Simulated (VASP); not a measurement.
# TlF (Tl(F)) in VASP: notebook

TlF (Tl(F)) is run at these levels: PBE; tasks: single point.

Program: VASP 6.6.1. These are calculated values, not measurements. Logs are shortened: lines on timing, memory, paths and dates and some standing lists are left out, and cuts for length are marked.

**1. The cell of the first run**

The cell holds a molecule in a box, 2 atoms: a = 9.000 Å, b = 9.000 Å, c = 11.100 Å, α = 90.00°, β = 90.00°, γ = 90.00°.

**2. Single point, PBE**

INCAR reads:

```
ALGO = Normal
EDIFF = 1E-6
ENCUT = 520
GGA = PE
ISIF = 2
ISMEAR = 0
LASPH = True
LCHARG = True
LELF = True
LREAL = False
LVHAR = True
LWAVE = False
NBANDS = 17
NELM = 80
PREC = Accurate
SIGMA = 0.01
```

KPOINTS reads:

```
k-points
0
Gamma
  1 1 1
```

POSCAR reads:

```
TlF
1.0
    9.0000000000      0.0000000000      0.0000000000
    0.0000000000      9.0000000000      0.0000000000
    0.0000000000      0.0000000000     11.1000000000
Tl F
1 1
Direct
    0.5000000000      0.5000000000      0.4054054100
    0.5000000000      0.5000000000      0.5949982000
```

Potentials or basis: VASP PAW PBE potentials, release 64 (Tl_d, F).

The run is started by

```sh
$ cat potpaw_PBE.64/Tl_d/POTCAR potpaw_PBE.64/F/POTCAR > POTCAR
$ mpirun -np 1 vasp_gam > vasp.out
```

OUTCAR:

```text
EDIFF = 1E-6
   ENCUT = 520
   GGA = PE
   ISIF = 2
   ISMEAR = 0
   LASPH = True
   LREAL = False
   NELM = 80
   PREC = Accurate

 ion  position               nearest neighbor table
   1  0.500  0.500  0.405-   2 2.10
   2  0.500  0.500  0.595-   1 2.10

  LATTYP: Found a simple tetragonal cell.
 ALAT       =     9.0000000000
 C/A-ratio  =     1.2333333333

  Lattice vectors:

 A1 = (   9.0000000000,   0.0000000000,   0.0000000000)
 A2 = (   0.0000000000,   9.0000000000,   0.0000000000)
 A3 = (   0.0000000000,   0.0000000000,  11.1000000000)

Analysis of symmetry for initial positions (statically):
=====================================================================
 Subroutine PRICEL returns:
 Original cell was already a primitive cell.

 Routine SETGRP: Setting up the symmetry group for a
 simple tetragonal supercell.

 Subroutine GETGRP returns: Found  8 space group operations
 (whereof  8 operations were pure point group operations)
 out of a pool of 16 trial point group operations.

The static configuration has the point symmetry C_4v.

Analysis of symmetry for dynamics (positions and initial velocities):
=====================================================================
 Subroutine PRICEL returns:
 Original cell was already a primitive cell.

 Routine SETGRP: Setting up the symmetry group for a
 simple tetragonal supercell.

 Subroutine GETGRP returns: Found  8 space group operations
 (whereof  8 operations were pure point group operations)
 out of a pool of 16 trial point group operations.

The dynamic configuration has the point symmetry C_4v.

 Subroutine INISYM returns: Found  8 space group operations
 (whereof  8 operations are pure point group operations),
 and found     1 'primitive' translations

----------------------------------------------------------------------------------------

                                     Primitive cell

  volume of cell :     899.1000

  direct lattice vectors                    reciprocal lattice vectors
     9.000000000  0.000000000  0.000000000     0.111111111  0.000000000  0.000000000
     0.000000000  9.000000000  0.000000000     0.000000000  0.111111111  0.000000000
     0.000000000  0.000000000 11.100000000     0.000000000  0.000000000  0.090090090

  length of vectors
     9.000000000  9.000000000 11.100000000     0.111111111  0.111111111  0.090090090

  position of ions in fractional coordinates (direct lattice)
     0.500000000  0.500000000  0.405405410
     0.500000000  0.500000000  0.594998200

  ion indices of the primitive-cell ions
   primitive index   ion index
                 1           1
                 2           2

----------------------------------------------------------------------------------------

 KPOINTS: k-points

Automatic generation of k-mesh.
 Grid dimensions read from file:
 generate k-points for:    1    1    1

 Generating k-lattice:

  Cartesian coordinates                     Fractional coordinates (reciprocal lattice)
     0.111111111  0.000000000  0.000000000     1.000000000  0.000000000  0.000000000
     0.000000000  0.111111111  0.000000000     0.000000000  1.000000000  0.000000000
     0.000000000  0.000000000  0.090090090     0.000000000  0.000000000  1.000000000

  Length of vectors
     0.111111111  0.111111111  0.090090090

  Shift w.r.t. Gamma in fractional coordinates (k-lattice)
     0.000000000  0.000000000  0.000000000

 Subroutine IBZKPT returns following result:
 ===========================================

 Found      1 irreducible k-points:

 Following reciprocal coordinates:
            Coordinates               Weight
  0.000000  0.000000  0.000000      1.000000
   k-points           NKPTS =      1   k-points in BZ     NKDIM =      1   number of bands    NBANDS=     17
   number of dos      NEDOS =    301   number of ions     NIONS =      2
   total plane-waves  NPLWV = 411600
   dimension x,y,z NGX =    70 NGY =   70 NGZ =   84
   dimension x,y,z NGXF=   140 NGYF=  140 NGZF=  168
   ions per type =               1   1
   NGX,Y,Z   is equivalent  to a cutoff of  12.93, 12.93, 12.58 a.u.
   NGXF,Y,Z  is equivalent  to a cutoff of  25.86, 25.86, 25.16 a.u.
 SYSTEM =  unknown system
   PREC   = accura    normal or accurate (medium, high low for compatibility)
   ISTART =      0    job   : 0-new  1-cont  2-samecut
   ICHARG =      2    charge: 1-file 2-atom 10-const
   ISPIN  =      1    spin polarized calculation?
   LNONCOLLINEAR =      F non collinear calculations
   LSORBIT =      F    spin-orbit coupling
   LASPH  =      T    aspherical Exc in radial PAW
   ENCUT  =  520.0 eV  38.22 Ry    6.18 a.u.  16.73 16.73 20.64*2*pi/ulx,y,z
   NELM   =     80;   NELMIN=  2; NELMDL= -5     # of ELM steps
   EDIFF  = 0.1E-05   stopping-criterion for ELM
   LREAL  =      F    real-space projection
   EDIFFG = 0.1E-04   stopping-criterion for IOM
   NSW    =      0    number of steps for IOM
   IBRION =     -1    ionic relax: 0-MD 1-quasi-New 2-CG
   NFREE  =      0    steps in history (QN), initial steepest desc. (CG)
   ISIF   =      2    stress and relaxation
   ISYM   =      2    0-nonsym 1-usesym 2-fastsym
   POTIM  = 0.5000    time-step for ionic-motion
   TEBEG  =    0.0;   TEEND  =   0.0 temperature during run
   PSTRESS=    0.0 pullay stress
   NELECT =      20.0000    total number of electrons
   NUPDOWN=      -1.0000    fix difference up-down
   EMIN   =  10.00;   EMAX   =-10.00  energy-range for DOS
   EFERMI =   0.00;   METHOD = LEGACY
   ISMEAR =     0;   SIGMA  =   0.01  broadening in eV -4-tet -1-fermi 0-gaus
   EFERMI_NEDOS =   21; number of points for ismear=-14 and -15
   IALGO  =     38    algorithm
   IMIX   =      4    mixing-type and parameters
     AMIX     =   0.40;   BMIX     =  1.00
     AMIX_MAG =   1.60;   BMIX_MAG =  1.00
  volume/ion in A,a.u.               =     449.55      3033.71
  Fermi-wavevector in a.u.,A,eV,Ry     =   0.460414  0.870057  2.884181  0.211981
  Thomas-Fermi vector in A             =   1.446866
   LORBIT       =      0    0 simple, 1 ext, 2 COOP (PROOUT), +10 PAW based schemes
   GGA     = PE    functional components
   LHFCALC =     F    Hartree Fock is set to
   AEXX    =    0.0000 exact exchange contribution
   IVDW    =     0    specifies the selected vdW correction
   LEPSILON=     F    determine dielectric tensor
   LRPA    =     F    only Hartree local field effects (RPA)
 non-spin polarized calculation
 Gauss-broadening in eV      SIGMA  =   0.01
  energy-cutoff  :      520.00
  volume of cell :      899.10
 maximum number of plane-waves:     12151
 NGX is ok and might be reduce to    70
   NGX = 33   NGY = 33   NGZ = 41

 number of electron      20.0000000 magnetization

 Free energy of the ion-electron system (eV)
  ---------------------------------------------------
  ext. energy  EPLUGINS =         0.00000000
  ---------------------------------------------------
  free energy    TOTEN  =        -6.41829085 eV

  energy without entropy =       -6.41829085  energy(sigma->0) =       -6.41829085

 E-fermi :  -6.2226     XC(G=0):  -1.1248

 val. band max:       -6.2758537066   @ k =   0.0000   0.0000   0.0000
 cond. band min:      -1.7965645078   @ k =   0.0000   0.0000   0.0000
 fundamental gap:      4.4792891988
 Fermi energy:        -6.2225729937

 k-point     1 :       0.0000    0.0000    0.0000
  band No.  band energies     occupation
      1     -25.5654      2.00000
      2     -15.4274      2.00000
      3     -15.4274      2.00000
      4     -15.1957      2.00000
      5     -15.1957      2.00000
      6     -15.1118      2.00000
[... 9 lines left out ...]
     16       1.2205      0.00000
     17       1.8227      0.00000

------------------------ aborting loop because EDIFF is reached ----------------------------------------

  FORCE on cell =-STRESS in cart. coord.  units (eV):
  Direction    XX          YY          ZZ          XY          YZ          ZX
  --------------------------------------------------------------------------------------
  -------------------------------------------------------------------------------------
  Total       -0.0254231     -0.0254231      0.7265867      0.0000000      0.0000000      0.0000000
  in kB       -0.0453034     -0.0453034      1.2947622      0.0000000      0.0000000      0.0000000
  external PRESSURE =       0.4013851 kB  Pullay stress =       0.0000000 kB

 VOLUME and BASIS-vectors are now :
 -----------------------------------------------------------------------------
  energy-cutoff  :      520.00
  volume of cell :      899.10
      direct lattice vectors                 reciprocal lattice vectors
     9.000000000  0.000000000  0.000000000     0.111111111  0.000000000  0.000000000
     0.000000000  9.000000000  0.000000000     0.000000000  0.111111111  0.000000000
     0.000000000  0.000000000 11.100000000     0.000000000  0.000000000  0.090090090

 POSITION                                       TOTAL-FORCE (eV/Angst)
 -----------------------------------------------------------------------------------
      4.50000      4.50000      4.50000         0.000000     -0.000000     -0.410142
      4.50000      4.50000      6.60448         0.000000      0.000000      0.410142
 -----------------------------------------------------------------------------------
    total drift:                                0.000000      0.000000     -0.000373

  FREE ENERGIE OF THE ION-ELECTRON SYSTEM (eV)
  ---------------------------------------------------
  free  energy   TOTEN  =        -6.4182908540 eV

  energy  without entropy=       -6.4182908540  energy(sigma->0) =       -6.41829085
```

Wall time 60 s (1 thread of Intel Xeon Platinum 8559C (Emerald Rapids), shared host); peak memory 0.78 GiB.

Results:

| Property | Result |
| --- | --- |
| Free energy | -6.4183 eV |
| Largest force | 0.410 eV/Å |
| Gap between the frontier levels | 4.48 eV |

Forces in eV/Å, atoms in the order of the input:
```
Tl   0.000  0.000 -0.410
F    0.000  0.000  0.410
```

Caveat: spin-orbit coupling is left out, which moves the levels of the heavy elements.

**3. Single point, PBE, non-collinear spin, zero start, spin-orbit coupling**

INCAR reads:

```
  PREC = Accurate
  ENCUT = 520
  EDIFF = 1E-6
  ISMEAR = 0
  SIGMA = 0.01
  LREAL = F
  LASPH = T
  NELM = 150
  ALGO = Normal
  ISIF = 2
  LWAVE = F
  LCHARG = F
  MAGMOM = 0 0 0 0 0 0
  LORBIT = 11
  LSORBIT = T
  GGA_COMPAT = F
  LORBMOM = T
  GGA = PE
  NBANDS = 32
```

KPOINTS reads:

```
regular mesh
0
Gamma
  1 1 1
```

POSCAR is that of step 2.

Potentials or basis: VASP PAW PBE potentials, release 64 (Tl_d, F).

The run is started by

```sh
$ cat potpaw_PBE.64/Tl_d/POTCAR potpaw_PBE.64/F/POTCAR > POTCAR
$ mpirun -np 1 vasp_ncl > vasp.out
```

Wall time 5.5 min (1 thread of Intel Xeon Platinum 8559C (Emerald Rapids), shared host); peak memory 2.1 GiB.

Results (log left out):

```yaml
Free_energy: -6.6324 eV
Largest_force: 0.330 eV/Å
Net_moment: 0.00 μB per cell
Valence_electrons_inside_the_program's_atomic_spheres: Tl 11.16; F 6.03
```

Forces in eV/Å, atoms in the order of the input:
```
Tl   0.000  0.000 -0.330
F    0.000  0.000  0.330
```

Moments on the atoms (μB; x, y, z):
```
Tl  0.00 0.00 0.00
F   0.00 0.00 0.00
```
